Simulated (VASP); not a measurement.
Write the native input for VASP 6.6.1 that does the following.

- Task: single point
- Functional: LDA
- Potentials or basis: VASP PAW LDA potentials, release 64 (K_sv, Cl)
- Cutoff: 520 eV
- k mesh: 6 × 6 × 6
- Occupations: gaussian, width 0.01 eV
- Spin: no spin polarisation
- Dipole correction: no
- Further INCAR settings: ALGO = Normal; EDIFF = 1e-06; NBANDS = 15

The structure of KCl lies in POSCAR:

```
KCl
1.0
    0.0151966713      3.0469325967      3.0469325967
    3.0469325967      0.0151966713      3.0469325967
    3.0469325967      3.0469325967      0.0151966713
K Cl
1 1
Direct
    0.0000000000      0.0000000000      0.0000000000
    0.5000000000      0.5000000000      0.5000000000
```

This cell differs from its parent crystal: equal xy, yz and zx engineering shears of +0.5 %.

One way to write it, as run:

INCAR

```
PREC = Accurate ; ENCUT = 520
EDIFF = 1E-6 ; ISMEAR = 0
SIGMA = 0.01 ; LREAL = False
LASPH = True ; NELM = 80
ALGO = Normal ; ISIF = 2
LWAVE = False ; LCHARG = False
GGA = CA ; NBANDS = 15
```

KPOINTS

```
regular mesh
0
Gamma
  6 6 6
```

Potentials or basis: VASP PAW LDA potentials, release 64 (K_sv, Cl).

The run is started by

```console
$ cat potpaw_LDA.64/K_sv/POTCAR potpaw_LDA.64/Cl/POTCAR > POTCAR
$ mpirun -np 1 vasp_std > vasp.out
```

Results of the run:

| Quantity | Value |
| --- | --- |
| Pressure | 0.1 GPa |
| Band gap on the k mesh | 5.11 eV |

Caveat: the cell differs from its parent crystal (equal xy, yz and zx engineering shears of +0.5 %).

It took 10 s on 1 thread of Intel(R) Xeon(R) Platinum 8488C (Sapphire Rapids) (shared host), peak memory 0.16 GiB.
